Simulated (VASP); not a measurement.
# Ba3Ti4AlO12 (a cell with a defect) in VASP: single point with PBE

Aim: the single point of Ba3Ti4AlO12 (a cell with a defect) with PBE.

All numbers are computed with VASP 6.6.1; they aren't measurements. Logs are shortened: lines on timing, memory, paths and dates and some standing lists are left out, and cuts for length are marked.

## (1) The cell of the first run

The cell holds a defect, 20 atoms: a = 6.939 Å, b = 6.939 Å, c = 6.939 Å, α = 109.47°, β = 109.47°, γ = 109.47°.

## (2) Single point, PBE

INCAR

```
SYSTEM = Ba3Ti4AlO12
ALGO     = Normal         ! electronic algorithm
EDIFF    = 1E-7           ! SCF threshold, eV
ENCUT    = 520            ! plane-wave cutoff, eV
GGA      = PE             ! functional
ISIF     = 2              ! what is computed and relaxed
ISMEAR   = -1             ! smearing method
LASPH    = .TRUE.         ! aspherical terms in the spheres
LCHARG   = .TRUE.         ! write CHGCAR
LELF     = .TRUE.         ! ELF
LREAL    = Auto         
LVHAR    = .TRUE.       
LWAVE    = .FALSE.        ! write WAVECAR
NBANDS   = 92             ! bands
NELECT   = 152.0        
NELM     = 80             ! most SCF steps
PREC     = Accurate       ! precision mode
SIGMA    = 0.01           ! smearing width, eV
```

KPOINTS

```
k-points
0
G
  3 3 3
  0 0 0
```

POSCAR

```
Ba3Ti4AlO12
1.0
   -4.0060000000      4.0060000000      4.0060000000
    4.0060000000     -4.0060000000      4.0060000000
    4.0060000000      4.0060000000     -4.0060000000
Al Ba Ti O
1 3 4 12
Direct
    0.5000000000      0.5000000000      0.5000000000
    0.0000000000      0.0000000000      0.5000000000
    0.0000000000      0.5000000000      0.0000000000
    0.5000000000      0.0000000000      0.0000000000
    0.0000000000      0.0000000000      0.0000000000
    0.5000000000      0.5000000000      0.0000000000
    0.5000000000      0.0000000000      0.5000000000
    0.0000000000      0.5000000000      0.5000000000
    0.0113162046      0.2556581023      0.2556581023
    0.5000000000      0.7443418977      0.2556581023
    0.5000000000      0.2556581023      0.7443418977
   -0.0113162046      0.7443418977      0.7443418977
    0.2556581023      0.0113162046      0.2556581023
    0.7443418977      0.5000000000      0.2556581023
    0.7443418977     -0.0113162046      0.7443418977
    0.2556581023      0.5000000000      0.7443418977
    0.2556581023      0.2556581023      0.0113162046
    0.7443418977      0.7443418977     -0.0113162046
    0.7443418977      0.2556581023      0.5000000000
    0.2556581023      0.7443418977      0.5000000000
```

Potentials or basis: VASP PAW PBE potentials, release 64 (Al, Ba_sv, Ti_sv, O).

Command:

```
> cat potpaw_PBE.64/Al/POTCAR potpaw_PBE.64/Ba_sv/POTCAR potpaw_PBE.64/Ti_sv/POTCAR potpaw_PBE.64/O/POTCAR > POTCAR
> mpirun -np 1 vasp_std > vasp.out
```

OUTCAR:

```text
SYSTEM = Ba3Ti4AlO12
   EDIFF = 1E-7
   ENCUT = 520
   GGA = PE
   ISIF = 2
   ISMEAR = -1
   LASPH = .TRUE.
   LREAL = Auto
   NELECT = 152.0
   NELM = 80
   PREC = Accurate

 ion  position               nearest neighbor table
   1  0.500  0.500  0.500-   2 4.01   3 4.01   4 4.01   4 4.01   3 4.01   2 4.01
   2  0.000  0.000  0.500-   9 2.83  12 2.83  13 2.83  15 2.83  11 2.83  16 2.83  14 2.83  10 2.83
                            17 2.90  18 2.90  20 2.90  19 2.90   8 3.47   5 3.47   5 3.47   8 3.47
   3  0.000  0.500  0.000-   9 2.83  12 2.83  17 2.83  18 2.83  10 2.83  20 2.83  19 2.83  11 2.83
                            15 2.90  13 2.90  14 2.90  16 2.90   8 3.47   8 3.47   5 3.47   5 3.47
   4  0.500  0.000  0.000-  13 2.83  15 2.83  17 2.83  18 2.83  14 2.83  19 2.83  20 2.83  16 2.83
                             9 2.90  12 2.90  11 2.90  10 2.90   8 3.47   7 3.47   5 3.47   6 3.47
   5  0.000  0.000  0.000-   9 2.00  12 2.00  13 2.00  15 2.00  17 2.00  18 2.00   2 3.47   3 3.47
                             4 3.47   2 3.47   3 3.47   4 3.47
   6  0.500  0.500  0.000-  17 2.00  18 2.00  14 2.00  16 2.00  10 2.00  11 2.00   2 3.47   3 3.47
                             4 3.47   4 3.47   3 3.47   2 3.47
   7  0.500  0.000  0.500-  13 2.00  15 2.00  10 2.00  11 2.00  19 2.00  20 2.00   2 3.47   3 3.47
                             4 3.47   4 3.47   2 3.47   3 3.47
   8  0.000  0.500  0.500-   9 2.00  12 2.00  14 2.00  16 2.00  19 2.00  20 2.00   2 3.47   3 3.47
                             4 3.47   3 3.47   2 3.47   4 3.47
   9  0.011  0.256  0.256-   8 2.00   5 2.00   2 2.83   3 2.83   4 2.90
  10  0.500  0.744  0.256-   6 2.00   7 2.00   2 2.83   3 2.83   4 2.90
  11  0.500  0.256  0.744-   6 2.00   7 2.00   3 2.83   2 2.83   4 2.90
  12  0.989  0.744  0.744-   8 2.00   5 2.00   2 2.83   3 2.83   4 2.90
  13  0.256  0.011  0.256-   7 2.00   5 2.00   2 2.83   4 2.83   3 2.90
  14  0.744  0.500  0.256-   6 2.00   8 2.00   2 2.83   4 2.83   3 2.90
  15  0.744  0.989  0.744-   7 2.00   5 2.00   2 2.83   4 2.83   3 2.90
  16  0.256  0.500  0.744-   6 2.00   8 2.00   4 2.83   2 2.83   3 2.90
  17  0.256  0.256  0.011-   6 2.00   5 2.00   3 2.83   4 2.83   2 2.90
  18  0.744  0.744  0.989-   6 2.00   5 2.00   3 2.83   4 2.83   2 2.90
  19  0.744  0.256  0.500-   7 2.00   8 2.00   3 2.83   4 2.83   2 2.90
  20  0.256  0.744  0.500-   7 2.00   8 2.00   4 2.83   3 2.83   2 2.90

  LATTYP: Found a body centered cubic cell.
 ALAT       =     8.0120000000

  Lattice vectors:

 A1 = (  -4.0060000000,   4.0060000000,   4.0060000000)
 A2 = (   4.0060000000,  -4.0060000000,   4.0060000000)
 A3 = (   4.0060000000,   4.0060000000,  -4.0060000000)

Analysis of symmetry for initial positions (statically):
=====================================================================
 Subroutine PRICEL returns:
 Original cell was already a primitive cell.

 Routine SETGRP: Setting up the symmetry group for a
[... 149 lines left out ...]
   NUPDOWN=      -1.0000    fix difference up-down
   EMIN   =  10.00;   EMAX   =-10.00  energy-range for DOS
   EFERMI =   0.00;   METHOD = LEGACY
   ISMEAR =    -1;   SIGMA  =   0.01  broadening in eV -4-tet -1-fermi 0-gaus
   EFERMI_NEDOS =   21; number of points for ismear=-14 and -15
   IALGO  =     38    algorithm
   IMIX   =      4    mixing-type and parameters
     AMIX     =   0.40;   BMIX     =  1.00
     AMIX_MAG =   1.60;   BMIX_MAG =  1.00
  volume/ion in A,a.u.               =      12.86        86.77
  Fermi-wavevector in a.u.,A,eV,Ry     =   1.373910  2.596314 25.682763  1.887630
  Thomas-Fermi vector in A             =   2.499385
   LORBIT       =      0    0 simple, 1 ext, 2 COOP (PROOUT), +10 PAW based schemes
   GGA     = PE    functional components
   LHFCALC =     F    Hartree Fock is set to
   AEXX    =    0.0000 exact exchange contribution
   IVDW    =     0    specifies the selected vdW correction
   LEPSILON=     F    determine dielectric tensor
   LRPA    =     F    only Hartree local field effects (RPA)
 non-spin polarized calculation
  energy-cutoff  :      520.00
  volume of cell :      257.15
 maximum number of plane-waves:      6939
 NGX is ok and might be reduce to    54
   NGX = 25   NGY = 25   NGZ = 25

 number of electron     152.0000004 magnetization

 Free energy of the ion-electron system (eV)
  ---------------------------------------------------
  ext. energy  EPLUGINS =         0.00000000
  ---------------------------------------------------
  free energy    TOTEN  =      -160.36459508 eV

  energy without entropy =     -160.36454459  energy(sigma->0) =     -160.36456984

 E-fermi :   3.8445     XC(G=0): -10.9831

 val. band max:        3.7729349415   @ k =  -0.3333   0.3333   0.3333
 cond. band min:       3.8980532352   @ k =   0.0000   0.0000   0.0000
 fundamental gap:      0.1251182937
 Fermi energy:         3.8444826326

 k-point     1 :       0.0000    0.0000    0.0000
  band No.  band energies     occupation
      1     -52.9240      2.00000
      2     -52.9221      2.00000
      3     -52.9221      2.00000
      4     -52.9221      2.00000
      5     -29.1724      2.00000
      6     -29.1724      2.00000
[... 353 lines left out ...]
     87       7.4995      0.00000
     88       7.4995      0.00000
 [bands above 88 left out]

------------------------ aborting loop because EDIFF is reached ----------------------------------------

  FORCE on cell =-STRESS in cart. coord.  units (eV):
  Direction    XX          YY          ZZ          XY          YZ          ZX
  --------------------------------------------------------------------------------------
  -------------------------------------------------------------------------------------
  Total      -14.5324252    -14.5324252    -14.5324252      0.0000000      0.0000000      0.0000000
  in kB      -90.5432029    -90.5432029    -90.5432029      0.0000000      0.0000000      0.0000000
  external PRESSURE =     -90.5432029 kB  Pullay stress =       0.0000000 kB

 VOLUME and BASIS-vectors are now :
 -----------------------------------------------------------------------------
  energy-cutoff  :      520.00
  volume of cell :      257.15
      direct lattice vectors                 reciprocal lattice vectors
    -4.006000000  4.006000000  4.006000000     0.000000000  0.124812781  0.124812781
     4.006000000 -4.006000000  4.006000000     0.124812781  0.000000000  0.124812781
     4.006000000  4.006000000 -4.006000000     0.124812781  0.124812781  0.000000000

 POSITION                                       TOTAL-FORCE (eV/Angst)
 -----------------------------------------------------------------------------------
      2.00300      2.00300      2.00300        -0.000000     -0.000000     -0.000000
      2.00300      2.00300     -2.00300        -0.000000     -0.000000     -0.000000
      2.00300     -2.00300      2.00300        -0.000000     -0.000000     -0.000000
     -2.00300      2.00300      2.00300        -0.000000     -0.000000     -0.000000
      0.00000      0.00000      0.00000        -0.000000     -0.000000     -0.000000
      0.00000      0.00000      4.00600        -0.000000     -0.000000     -0.000000
[... 12 lines left out ...]
      0.04533      3.96067      2.00300         0.027023     -0.027023     -0.000000
      3.96067      0.04533      2.00300        -0.027023      0.027023     -0.000000
 -----------------------------------------------------------------------------------
    total drift:                                0.000000      0.000000     -0.000000

  FREE ENERGIE OF THE ION-ELECTRON SYSTEM (eV)
  ---------------------------------------------------
  free  energy   TOTEN  =      -160.3645950829 eV

  energy  without entropy=     -160.3645445913  energy(sigma->0) =     -160.36456984
```

OSZICAR:

```text
N       E                     dE             d eps       ncg     rms          rms(c)
DAV:   1     0.201533221705E+04    0.20153E+04   -0.74404E+04   736   0.177E+03
DAV:   2     0.187234080357E+03   -0.18281E+04   -0.17343E+04   772   0.519E+02
DAV:   3    -0.179118192603E+03   -0.36635E+03   -0.35831E+03   952   0.216E+02
DAV:   4    -0.203822966045E+03   -0.24705E+02   -0.24614E+02   960   0.596E+01
[... 10 lines left out ...]
DAV:  15    -0.160364601264E+03   -0.16418E-05   -0.80729E-05  1052   0.490E-02    0.232E-02
DAV:  16    -0.160364596308E+03    0.49561E-05   -0.16030E-05   984   0.205E-02    0.630E-03
DAV:  17    -0.160364595342E+03    0.96549E-06   -0.28336E-06  1028   0.530E-03    0.210E-03
DAV:  18    -0.160364595148E+03    0.19446E-06   -0.18230E-07   472   0.174E-03    0.168E-03
DAV:  19    -0.160364595083E+03    0.65080E-07   -0.15629E-07   580   0.238E-03
   1 F= -.16036460E+03 E0= -.16036457E+03  d E =-.504916E-04
```

stdout:

```text
POSCAR found type information on POSCAR AlBaTiO
 POSCAR found :  4 types and      20 ions
 scaLAPACK will be used
 LDA part: xc-table for (Slater+PW92), standard interpolation
 POSCAR, INCAR and KPOINTS ok, starting setup
 FFT: planning ... GRIDC
 FFT: planning ... GRID_SOFT
 FFT: planning ... GRID
 WAVECAR not read
 entering main loop
 the old and the new charge density differ
 old charge density:   153.00000 new  152.00000
    0.451E+01
```

Run time: 5 min. Hardware: 1 thread of AMD EPYC 7R43 (Zen 3), shared host; peak memory 0.36 GiB.

Results:

* Free energy: -160.3646 eV
* Largest force: 0.038 eV/Å

Forces on the atoms (eV/Å):
```
Al   0.000  0.000  0.000
Ba   0.000  0.000  0.000
Ba   0.000  0.000  0.000
Ba   0.000  0.000  0.000
Ti   0.000  0.000  0.000
Ti   0.000  0.000  0.000
Ti   0.000  0.000  0.000
Ti   0.000  0.000  0.000
O    0.000  0.027  0.027
O    0.000  0.027 -0.027
O    0.000 -0.027  0.027
O    0.000 -0.027 -0.027
O    0.027  0.000  0.027
O    0.027  0.000 -0.027
O   -0.027  0.000 -0.027
O   -0.027  0.000  0.027
O    0.027  0.027  0.000
O   -0.027 -0.027  0.000
O    0.027 -0.027  0.000
O   -0.027  0.027  0.000
```

Caveat: the cell carries a net charge on a neutralising background, which shifts energy and pressure; the cell is charged against a uniform background, so pressure and absolute levels hang on convention; spin-orbit coupling is left out, which moves the levels of the heavy elements.
